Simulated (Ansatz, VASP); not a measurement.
Given: the input of a run of Ansatz 0.2.0 on CuO.

The input input.yaml:

```yaml
crystal:
  lattice:
    - [0.0, 2.11656, 2.11656]
    - [2.11656, 0.0, 2.11656]
    - [2.11656, 2.11656, 0.0]
  atoms:
    - { symbol: Cu, position: [0.02949772, 0.02810087, 0.90802599] }
    - { symbol: O, position: [0.47050228, 0.47189913, 0.59197401] }
hamiltonian:
  xc: pbe
  pseudopotentials: { kind: paw }
kpoints:
  mp_grid: { grid: [15, 15, 15] }
scf:
  occupations: { method: fermi_dirac, width: 0.05 }
output:
  forces: true
  stress: true
  eigenvalues: true
```

Potentials or basis: Ansatz PAW.

The run is started by

```bash
$ ansatz run input.yaml --threads 2 --pin off --max-ram 5632MiB --backend cpu --events-out ev --progress --plain --runs-dir out
```

Q: Translate it to VASP 6.6.1. Potentials there: VASP PAW PBE potentials, release 64 (Cu, O).

A: As run (the cutoff follows the program's own potentials):

INCAR

```
SYSTEM = CuO
PREC = Accurate ; ENCUT = 520
EDIFF = 1E-6 ; ISMEAR = -1
SIGMA = 0.05 ; LREAL = .False.
LASPH = .True. ; NELM = 60
ALGO = Normal ; ISIF = 2
LWAVE = .False. ; LCHARG = .False.
GGA = PE ; NBANDS = 16
```

KPOINTS

```
regular mesh
0
Gamma
  15 15 15
  0 0 0
```

Contents of POSCAR:

```
CuO
1.0
    0.0000000000      2.1165600000      2.1165600000
    2.1165600000      0.0000000000      2.1165600000
    2.1165600000      2.1165600000      0.0000000000
Cu O
1 1
Direct
    0.0294977200      0.0281008700      0.9080259900
    0.4705022800      0.4718991300      0.5919740100
```

Potentials or basis: VASP PAW PBE potentials, release 64 (Cu, O).

Launch:

```console
$ cat potpaw_PBE.64/Cu/POTCAR potpaw_PBE.64/O/POTCAR > POTCAR
$ mpirun -np 1 vasp_std > vasp.out
```

Both were run:

|  | VASP | Ansatz | Ansatz less VASP |
| --- | --- | --- | --- |
| gap on the k mesh at the Fermi level (eV) | none | none | - |
| pressure (GPa) | 19.2 | 18.5 | -0.74 |
| traceless stress, the component that is largest in VASP (GPa) | -4.54 | -4.25 | +0.291 |
| rms of the force components (eV/Å) | 0.592 | 0.539 | -0.0535 |

Atom by atom the forces differ by 0.054 eV/Å (rms over components). A gap of «none» marks a metal or a gap that the smearing closes. VASP's potentials hold 17 valence electrons a cell and Ansatz's 25, so a difference there can come from the potentials and not from the codes.
